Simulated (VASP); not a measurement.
Wanted: the native input for a VASP 6.6.1 run.

```
Task                   : single point
Functional             : PBEsol
Potentials or basis    : VASP PAW PBE potentials, release 64 (Ag, I)
Cutoff                 : 500 eV
k mesh                 : 12 × 12 × 12
Occupations            : fermi-dirac, width 0.05 eV
Spin                   : no spin polarisation
Dipole correction      : no
Further INCAR settings : ALGO = Normal; EDIFF = 1e-06; NBANDS = 16
```

The structure of AgI (zincblende type) lies in POSCAR:

```
AgI
1.0
    0.0000000000      2.3770076546      2.3770076546
    2.3770076546      0.0000000000      2.3770076546
    2.3770076546      2.3770076546      0.0000000000
Ag I
1 1
Direct
    0.0000000000      0.0000000000      0.0000000000
    0.2500000000      0.2500000000      0.2500000000
```

This cell differs from its parent crystal: volume scaled by 0.4.

The input as run:

INCAR

```
PREC = Accurate ; ENCUT = 500
EDIFF = 1E-6 ; ISMEAR = -1
SIGMA = 0.05 ; LREAL = F
LASPH = T ; NELM = 120
ALGO = Normal ; ISIF = 2
LWAVE = F ; LCHARG = T
GGA = PS ; LELF = T
LVHAR = T ; NBANDS = 16
GGA_COMPAT = F
```

KPOINTS

```
regular mesh
0
Gamma
  12 12 12
```

Potentials or basis: VASP PAW PBE potentials, release 64 (Ag, I).

Command:

```bash
$ cat potpaw_PBE.64/Ag/POTCAR potpaw_PBE.64/I/POTCAR > POTCAR
$ mpirun -np 1 vasp_std > vasp.out
```

It gave:

The pressure is 337.8 GPa.

Caveat: the PAW data sets were made with another functional, which shifts forces and pressure a little.

Wall time 17 s on 1 thread of Intel(R) Xeon(R) 6975P-C (Granite Rapids), on a shared host, peak memory 0.18 GiB.
